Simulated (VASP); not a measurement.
Runs of VASP 6.6.1 on Ca3Be. The structure is that of space group Pm-3m (No. 221), or close to it. The cells are those of the table. 

```tsv
task	cell	k mesh	cutoff (eV)	gap on the mesh (eV)	pressure (GPa)
single point	a = 4.817 Å, 4 atoms	4 × 4 × 4	520	none	0.0
single point	a = 4.817 Å, 4 atoms	5 × 5 × 5	520	none	0.0
single point	a = 4.841 Å, 4 atoms	4 × 4 × 4	520	none	(a)
relaxation of cell and atoms	relaxed from a = 4.540 Å, 4 atoms	5 × 5 × 5	600	none	0.0
single point	a = 4.793 Å, 4 atoms	4 × 4 × 4	520	none	0.4
```

Alike in all rows: level LDA; potentials or basis VASP PAW LDA potentials, release 64 (Be, Ca_sv); no spin polarisation; smearing methfessel-paxton 0.05 eV.

Q: Estimate the missing entries.

A: (a) -0.4.

A gap of «none» marks levels without a gap at the run's occupations.
